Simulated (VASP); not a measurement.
Runs of VASP 6.6.1 on TiO2. The structure is that of space group I4_1/amd (No. 141), or close to it. The cells are those of the table. 

```tsv
cell	gap on the mesh (eV)	pressure (GPa)	largest force (eV/Å)
a = 5.605, b = 5.563, c = 5.563 Å, angles 139.9, 140.0, 57.8°, 6 atoms	2.68	4.2	(a)
a = 5.593, b = 5.576, c = 5.576 Å, angles 140.0, 140.0, 57.8°, 6 atoms	2.68	4.2	0.15
a = 5.609, b = 5.559, c = 5.559 Å, angles 139.8, 140.0, 57.8°, 6 atoms	2.68	4.2	0.18
a = 5.588, b = 5.580, c = 5.580 Å, angles 140.0, 140.0, 57.8°, 6 atoms	2.68	4.2	0.15
```

Alike in all rows: task single point; level PBE+U; potentials or basis VASP PAW PBE potentials, release 64 (Ti_sv, O); no spin polarisation; Ti d U = 4.0 eV; k mesh 8 × 8 × 8; cutoff (eV) 520; smearing gaussian 0.05 eV.

Problem. Estimate the missing entries.

Solution. (a) 0.17.

A k mesh can miss the band edges.
